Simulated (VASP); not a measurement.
# Al7SiCN7 (P1) in VASP: a series of runs, part 2 of 2

VASP 6.6.1. Earlier steps stand in the parts before.

### 3 Single point, HSE06

Contents of POSCAR:

```
Al7SiCN7
1.0
    9.3360970000      0.0000000000      0.0000000000
    0.0000000000     10.7743450000      0.0000000000
    0.0000000000      0.0000000000     10.0097530000
Al Si N C
42 6 42 6
Direct
    0.1668980000      0.0851370000      0.2517170000
    0.1681240000      0.0816790000      0.7496440000
    0.9984730000      0.3327400000      0.7487560000
    0.5001270000      0.0819320000      0.2473950000
    0.4999100000      0.0844740000      0.7473560000
    0.3350680000      0.3350250000      0.2511190000
    0.3343060000      0.3318740000      0.7497530000
    0.1675270000      0.5852700000      0.2510060000
    0.1636670000      0.5811340000      0.7461110000
    0.9997450000      0.8330100000      0.2424650000
    0.0000640000      0.8337100000      0.7518010000
    0.8346050000      0.0819560000      0.2495090000
    0.8285980000      0.0828650000      0.7409970000
    0.6690060000      0.3344920000      0.7508180000
    0.5013850000      0.5857180000      0.2511770000
    0.3339640000      0.8290590000      0.2497120000
    0.3322280000      0.8362240000      0.7464090000
    0.8329760000      0.5843030000      0.2512960000
    0.8357350000      0.5825570000      0.7496110000
    0.6673750000      0.8312610000      0.2497490000
    0.6658050000      0.8358380000      0.7497770000
    0.0008760000      0.1640920000      0.5019030000
    0.9987140000      0.1686530000      0.9958280000
    0.3353210000      0.1641440000      0.5019270000
    0.1719370000      0.4171230000      0.4996140000
    0.1641960000      0.4168420000      0.9995800000
    0.9998700000      0.6681280000      0.4982320000
    0.0023950000      0.6679110000      0.9995650000
    0.6662220000      0.1631350000      0.4973530000
    0.4999810000      0.4161010000      0.4970720000
    0.5015380000      0.4190810000      0.9975510000
    0.3300220000      0.6687570000      0.9938360000
    0.1633970000      0.9162740000      0.4962200000
    0.1706970000      0.9160980000      0.0032520000
    0.8320810000      0.4152360000      0.4947310000
    0.8357320000      0.4164310000      0.9977170000
    0.6666620000      0.6663300000      0.4999480000
    0.6679060000      0.6671160000      0.9945240000
    0.5026480000      0.9154350000      0.4986690000
    0.4987540000      0.9142160000      0.0019050000
    0.8346990000      0.9171130000      0.4968860000
    0.8315130000      0.9154570000      0.9994060000
    0.0005310000      0.3300620000      0.2527530000
    0.6670900000      0.3315190000      0.2443610000
    0.5004950000      0.5834350000      0.7428000000
    0.3349810000      0.1696430000      0.0024630000
    0.6664720000      0.1729930000      0.9947710000
    0.3371190000      0.6655740000      0.4962130000
    0.0022570000      0.1774510000      0.1880540000
    0.0039840000      0.1662120000      0.6953060000
    0.3341290000      0.1698520000      0.1800550000
    0.3313360000      0.1668510000      0.6918410000
    0.1550290000      0.4100220000      0.1946350000
    0.1678640000      0.4139850000      0.6884000000
    0.9983470000      0.6609230000      0.1923730000
    0.0001630000      0.6659860000      0.6864030000
    0.6655800000      0.1745920000      0.1804690000
    0.5104060000      0.4112140000      0.1909790000
    0.4976020000      0.4261540000      0.6922330000
    0.3396240000      0.6633000000      0.6838950000
    0.1700680000      0.9217110000      0.1947100000
    0.1670390000      0.9172930000      0.6854290000
    0.8367760000      0.4061920000      0.1981570000
    0.8357070000      0.4186020000      0.6830810000
    0.6703110000      0.6634730000      0.1842020000
    0.6594920000      0.6629140000      0.6955580000
    0.5010190000      0.9176130000      0.1907120000
    0.4982650000      0.9162280000      0.6890710000
    0.8299910000      0.9173270000      0.1883080000
    0.8328570000      0.9121900000      0.6886530000
    0.1707940000      0.0848850000      0.4394790000
    0.1803420000      0.0910880000      0.9453880000
    0.0047670000      0.3360650000      0.4297570000
    0.0020940000      0.3340460000      0.9388150000
    0.4946680000      0.0810600000      0.4331520000
    0.4969320000      0.0910100000      0.9509640000
    0.3340870000      0.3294940000      0.4390210000
    0.3321270000      0.3261870000      0.9460450000
    0.1744310000      0.5871740000      0.4472820000
    0.1673440000      0.5781630000      0.9334400000
    0.0012430000      0.8303540000      0.4348150000
    0.8219070000      0.0878360000      0.9460530000
    0.6650740000      0.3336590000      0.4211260000
    0.4974630000      0.5839300000      0.9211790000
    0.3318330000      0.8252250000      0.4465150000
    0.3361520000      0.8369220000      0.9339310000
    0.8346080000      0.5821280000      0.4399190000
    0.8349280000      0.5814520000      0.9396200000
    0.6674490000      0.8307380000      0.4398600000
    0.6621440000      0.8348080000      0.9389500000
    0.6611360000      0.1705140000      0.6878730000
    0.3336480000      0.6624490000      0.1829840000
    0.0026740000      0.8369690000      0.9433040000
    0.8360510000      0.0848230000      0.4368310000
    0.6674380000      0.3310060000      0.9452930000
    0.4945050000      0.5855140000      0.4451570000
```

Contents of INCAR.step1:

```
SYSTEM = Al7SiCN7
ALGO = Normal ; EDIFF = 1E-5
ENCUT = 520 ; GGA = PE
GGA_COMPAT = .False. ; ISIF = 2
ISMEAR = -1 ; ISYM = -1
KPAR = 1 ; LASPH = .True.
LCHARG = .False. ; LREAL = Auto
LWAVE = .True. ; NBANDS = 246
NELM = 120 ; PREC = Accurate
SIGMA = 0.05
```

Contents of INCAR.step2:

```
SYSTEM = Al7SiCN7
ALGO = Normal ; EDIFF = 1E-6
ENCUT = 520 ; GGA = PE
GGA_COMPAT = .False. ; HFSCREEN = 0.2079
ISIF = 2 ; ISMEAR = -1
ISTART = 1 ; ISYM = -1
KPAR = 1 ; LASPH = .True.
LCHARG = .False. ; LHFCALC = .True.
LREAL = Auto ; LWAVE = .False.
NBANDS = 246 ; NELM = 120
PREC = Accurate ; PRECFOCK = Fast
SIGMA = 0.05
```

Contents of KPOINTS:

```
explicit points
1
Reciprocal
  0.25000000   0.25000000   0.25000000 1
```

Potentials or basis: VASP PAW PBE potentials, release 64 (Al, Si, N, C).

Run with:

```
> cat potpaw_PBE.64/Al/POTCAR potpaw_PBE.64/Si/POTCAR potpaw_PBE.64/N/POTCAR potpaw_PBE.64/C/POTCAR > POTCAR
> cp INCAR.step1 INCAR
> mpirun -np 4 vasp_std > vasp.out
> cp INCAR.step2 INCAR
> mpirun -np 4 vasp_std > vasp.out
```

OUTCAR:

```text
SYSTEM = Al7SiCN7
   EDIFF = 1E-6
   ENCUT = 520
   GGA = PE
   HFSCREEN = 0.2079
   ISIF = 2
   ISMEAR = -1
   ISTART = 1
   ISYM = -1
   LASPH = .True.
   LHFCALC = .True.
   LREAL = Auto
   NELM = 120
   PREC = Accurate
   PRECFOCK = Fast

 ion  position               nearest neighbor table
   1  0.167  0.085  0.252-  61 1.85  71 1.88  49 1.94  51 1.95  33 3.05  43 3.06  22 3.07  24 3.08
                            34 3.08  46 3.08  12 3.10   4 3.11   6 3.12  10 3.13  23 3.14  16 3.17
   2  0.168  0.082  0.750-  50 1.86  52 1.87  62 1.88  72 1.97  17 3.06  24 3.06  22 3.06  23 3.07
                             5 3.10  11 3.10  33 3.10  34 3.10   7 3.11  46 3.12   3 3.13  13 3.17
   3  0.998  0.333  0.749-  50 1.87  64 1.90  74 1.90  54 1.91  23 3.04  36 3.05  22 3.07  14 3.08
                            26 3.09   9 3.09  19 3.09  25 3.11  35 3.11  13 3.13   2 3.13   7 3.14
   4  0.500  0.082  0.247-  67 1.86  75 1.86  51 1.94  57 1.96  46 3.05  40 3.05  29 3.07  39 3.09
                            24 3.11  44 3.11   1 3.11  20 3.12  12 3.12  47 3.13   6 3.13  16 3.14
   5  0.500  0.084  0.747-  91 1.87  52 1.89  68 1.90  76 2.04  24 3.02  29 3.06  13 3.07  47 3.08
                             7 3.08  39 3.08  21 3.09   2 3.10  17 3.10  46 3.12  14 3.12  40 3.14
   6  0.335  0.335  0.251-  77 1.88  51 1.92  58 1.93  53 1.95  30 3.03  25 3.05  46 3.06  44 3.10
                            26 3.11  31 3.11  24 3.11  15 3.12   1 3.12   8 3.12  43 3.12   4 3.13
   7  0.334  0.332  0.750-  52 1.87  54 1.89  59 1.92  78 1.97  25 3.07  24 3.07  46 3.07  31 3.08
                             5 3.08  30 3.10  26 3.10   2 3.11   9 3.12  45 3.12  14 3.12   3 3.14
   8  0.168  0.585  0.251-  55 1.87  92 1.89  79 1.97  53 1.97  48 3.05  16 3.05  27 3.06  25 3.08
                            28 3.08  10 3.10  26 3.10  15 3.12   6 3.12  32 3.12  18 3.12  43 3.16
   9  0.164  0.581  0.746-  80 1.88  56 1.88  54 1.89  60 1.97  25 3.04  27 3.06  19 3.06  32 3.07
[... 125 lines left out ...]
  95  0.667  0.331  0.945-  47 1.77  31 1.89  36 1.90  14 1.95
  96  0.495  0.586  0.445-  48 1.78  30 1.90  37 1.91  15 1.94

IMPORTANT INFORMATION: All symmetrisations will be switched off!
NOSYMM: (Re-)initialisation of all symmetry stuff for point group C_1.

----------------------------------------------------------------------------------------

                                     Primitive cell

  volume of cell :    1006.8844
[... 274 lines left out ...]
 non-spin polarized calculation
  energy-cutoff  :      520.00
  volume of cell :     1006.88
 maximum number of plane-waves:     27105
 NGX is ok and might be reduce to    70
  NGX = 36; NGY = 42; NGZ = 40

 number of electron     383.9999998 magnetization

 Free energy of the ion-electron system (eV)
  ---------------------------------------------------
  ext. energy  EPLUGINS =         0.00000000
  ---------------------------------------------------
  free energy    TOTEN  =      -828.15527512 eV

  energy without entropy =     -828.15527512  energy(sigma->0) =     -828.15527512

 E-fermi :   8.1131     XC(G=0):  -9.0274

 val. band max:        6.8855182326   @ k =   0.2500   0.2500   0.2500
 cond. band min:      11.3265949106   @ k =   0.2500   0.2500   0.2500
 fundamental gap:      4.4410766780
 Fermi energy:         8.1131356051

 k-point     1 :       0.2500    0.2500    0.2500
  band No.  band energies     occupation
      1     -12.2406      2.00000
      2     -11.8900      2.00000
      3     -11.6664      2.00000
      4     -11.2651      2.00000
      5     -10.9777      2.00000
      6     -10.8119      2.00000
[... 196 lines left out ...]
    203      12.3054      0.00000
    204      12.3881      0.00000
 [bands above 204 left out]

------------------------ aborting loop because EDIFF is reached ----------------------------------------

  FORCE on cell =-STRESS in cart. coord.  units (eV):
  Direction    XX          YY          ZZ          XY          YZ          ZX
  --------------------------------------------------------------------------------------
  -------------------------------------------------------------------------------------
  Total      -13.9350866    -12.7342285    -12.2489363      1.1535769     -0.1002620     -1.7381926
  in kB      -22.1738273    -20.2629945    -19.4907865      1.8355978     -0.1595392     -2.7658517
  external PRESSURE =     -20.6425361 kB  Pullay stress =       0.0000000 kB

 VOLUME and BASIS-vectors are now :
 -----------------------------------------------------------------------------
  energy-cutoff  :      520.00
  volume of cell :     1006.88
      direct lattice vectors                 reciprocal lattice vectors
     9.336097000  0.000000000  0.000000000     0.107111141  0.000000000  0.000000000
     0.000000000 10.774345000  0.000000000     0.000000000  0.092813067  0.000000000
     0.000000000  0.000000000 10.009753000     0.000000000  0.000000000  0.099902565

 POSITION                                       TOTAL-FORCE (eV/Angst)
 -----------------------------------------------------------------------------------
      1.55818      0.91730      2.51962         0.006083     -0.053332      0.010383
      1.56962      0.88004      7.50375         0.009250      0.033564     -0.044718
      9.32184      3.58506      7.49486         0.002828     -0.018874     -0.001591
      4.66923      0.88276      2.47636        -0.013766     -0.042779      0.031918
      4.66721      0.91015      7.48085         0.032831      0.038486     -0.081097
      3.12823      3.60967      2.51364         0.012182     -0.036167      0.025581
[... 88 lines left out ...]
      6.23127      3.56637      9.46215        -0.006560     -0.048266      0.018249
      4.61675      6.30853      4.45591        -0.046619      0.014139      0.006864
 -----------------------------------------------------------------------------------
    total drift:                               -0.025969      0.027690      0.042257

  FREE ENERGIE OF THE ION-ELECTRON SYSTEM (eV)
  ---------------------------------------------------
  free  energy   TOTEN  =      -828.1552751208 eV

  energy  without entropy=     -828.1552751208  energy(sigma->0) =     -828.15527512
```

Wall time 11 min (4 MPI ranks of Intel Xeon Platinum 8488C (Sapphire Rapids), shared host); peak memory 0.82 GiB.

Results:

```
Free energy            : -828.1553 eV
Pressure               : -2.1 GPa
Largest force          : 0.113 eV/Å
Band gap on the k mesh : 4.44 eV
```

Forces on the atoms (eV/Å):
```
Al   0.006 -0.053  0.010
Al   0.009  0.034 -0.045
Al   0.003 -0.019 -0.002
Al  -0.014 -0.043  0.032
Al   0.033  0.038 -0.081
Al   0.012 -0.036  0.026
Al  -0.030 -0.009 -0.029
Al   0.006  0.063 -0.042
Al  -0.029 -0.022  0.036
Al  -0.001 -0.001  0.029
Al  -0.025  0.011  0.011
Al   0.006 -0.046  0.057
Al  -0.026  0.018 -0.032
Al   0.024 -0.066 -0.010
Al  -0.025  0.047 -0.018
Al  -0.010 -0.025 -0.030
Al   0.018  0.046  0.017
Al   0.016  0.074  0.011
Al   0.011 -0.018  0.007
Al   0.017  0.017  0.002
Al   0.012  0.027  0.015
Al  -0.027 -0.055 -0.016
Al  -0.016  0.069  0.015
Al  -0.009 -0.007 -0.021
Al   0.015 -0.012  0.019
Al  -0.046  0.000 -0.037
Al  -0.006  0.033  0.025
Al  -0.018  0.011 -0.002
Al   0.035 -0.039  0.039
Al  -0.027  0.031 -0.022
Al   0.040 -0.043 -0.005
Al  -0.015  0.001  0.040
Al  -0.014 -0.023  0.021
Al  -0.022 -0.043  0.004
Al   0.006  0.047  0.016
Al   0.001 -0.012 -0.069
Al  -0.019  0.021 -0.026
Al   0.033  0.016  0.018
Al   0.018 -0.005  0.008
Al   0.012 -0.045  0.020
Al  -0.012  0.011 -0.001
Al   0.007 -0.007  0.025
Si   0.024 -0.010  0.007
Si  -0.026 -0.003  0.065
Si   0.031 -0.030  0.049
Si  -0.023  0.015  0.015
Si   0.039 -0.004  0.035
Si  -0.004  0.012 -0.002
N    0.013  0.084  0.047
N    0.022  0.012 -0.002
N    0.005  0.001 -0.091
N    0.000 -0.006  0.002
N   -0.052 -0.068  0.030
N    0.003  0.024 -0.017
N   -0.010 -0.005  0.014
N    0.017 -0.033 -0.015
N   -0.019  0.088 -0.030
N    0.060 -0.065  0.013
N   -0.016  0.110  0.019
N    0.057 -0.032 -0.040
N   -0.011  0.040 -0.016
N    0.033  0.003  0.009
N   -0.015 -0.079  0.043
N    0.012  0.016  0.007
N    0.015 -0.010  0.009
N   -0.083 -0.047  0.008
N    0.002  0.043 -0.021
N   -0.019 -0.017  0.013
N    0.009  0.015 -0.013
N   -0.011 -0.014  0.021
N    0.018  0.000 -0.022
N    0.075  0.065  0.022
N   -0.013  0.006 -0.106
N    0.012 -0.004  0.010
N   -0.028 -0.004 -0.028
N   -0.017  0.088  0.043
N   -0.005  0.025 -0.008
N   -0.005 -0.086  0.028
N    0.046  0.013  0.020
N    0.009 -0.023 -0.017
N    0.021 -0.011  0.033
N   -0.051  0.057  0.054
N    0.009  0.024 -0.076
N    0.012 -0.018 -0.070
N    0.003 -0.068  0.023
N    0.011  0.003 -0.009
N    0.011 -0.012 -0.021
N   -0.019 -0.025 -0.012
N   -0.014 -0.002 -0.001
N   -0.017 -0.007 -0.009
C   -0.018 -0.014  0.010
C   -0.007 -0.006  0.009
C    0.008 -0.002 -0.026
C    0.008  0.012 -0.047
C   -0.007 -0.048  0.018
C   -0.047  0.014  0.007
```

Caveat: the PAW data sets were made with another functional, which shifts forces and pressure a little; a shifted mesh leaves out Γ, where band edges can lie. A k mesh can miss the band edges.
